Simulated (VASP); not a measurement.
Runs of VASP 6.6.1 on Os4C. The structure is that of space group P4mm (No. 99), or close to it. The cells are those of the table. 

```tsv
task	potentials or basis	cell	cutoff (eV)	second run	gap on the mesh (eV)	pressure (GPa)	largest force (eV/Å)
single point	VASP PAW PBE potentials, release 64 (Os, C)	a = 3.947, b = 3.947, c = 4.220 Å, 5 atoms	520	-	none	(b)	0.17
single point	VASP PAW PBE potentials, release 64 (Os, C)	a = 3.938, b = 3.938, c = 4.236 Å, 5 atoms	520	-	none	1.5	0.47
single point	VASP PAW PBE potentials, release 64 (Os_sv_GW, C)	a = 3.947, b = 3.947, c = 4.220 Å, 5 atoms	600	valence_matched	none	-0.5	(a)
relaxation of cell and atoms	VASP PAW PBE potentials, release 64 (Os, C)	relaxed from a = 3.938, b = 3.938, c = 4.236 Å, 5 atoms	600	-	none	0.0	0.01
single point	VASP PAW PBE potentials, release 64 (Os_sv_GW, C)	a = 3.938, b = 3.938, c = 4.236 Å, 5 atoms	600	valence_matched	none	-0.3	0.31
```

Alike in all rows: level PBE; no spin polarisation; k mesh 4 × 4 × 4; smearing gaussian 0.1 eV.

Task: Fill in the values left out.

Result: (a) 0.02; (b) 1.4.

Caveats: all runs use coarse meshes; spin-orbit coupling is left out, which moves the levels of the heavy elements.

A k mesh can miss the band edges, and the runs leave out spin-orbit coupling on Os.

A gap of «none» marks levels without a gap at the run's occupations.

The runs don't all hold the same shells in valence.
